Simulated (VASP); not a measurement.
Here is a VASP 6.6.1 calculation.

INCAR

```
PREC = Accurate
ENCUT = 600
EDIFF = 1E-6
ISMEAR = 0
SIGMA = 0.02
LREAL = False
LASPH = True
NELM = 80
ALGO = Normal
ISIF = 4
LWAVE = False
LCHARG = False
GGA = PE
IBRION = 2
NSW = 50
EDIFFG = -0.01
```

File KPOINTS:

```
Automatic mesh
0
Gamma
  9 9 9
```

Contents of POSCAR:

```
GaP
1.0
    1.9814304449      1.1439794008      6.5540677925
   -1.9814304449      1.1439794008      6.5540677925
    0.0000000000     -2.2879588015      6.5540677925
Ga P
2 2
Direct
    0.4354111205      0.4354111205      0.4354111205
    0.5645888795      0.5645888795      0.5645888795
    0.0573636564      0.0573636564      0.0573636564
    0.9426363436      0.9426363436      0.9426363436
```

Potentials or basis: VASP PAW PBE potentials, release 64 (Ga_d, P).

Command:

```sh
$ cat potpaw_PBE.64/Ga_d/POTCAR potpaw_PBE.64/P/POTCAR > POTCAR
$ mpirun -np 1 vasp_std > vasp.out
```

(1) Predict the band gap on the k mesh.

Results:

(1) 0.90 eV (least direct gap 0.93 eV).
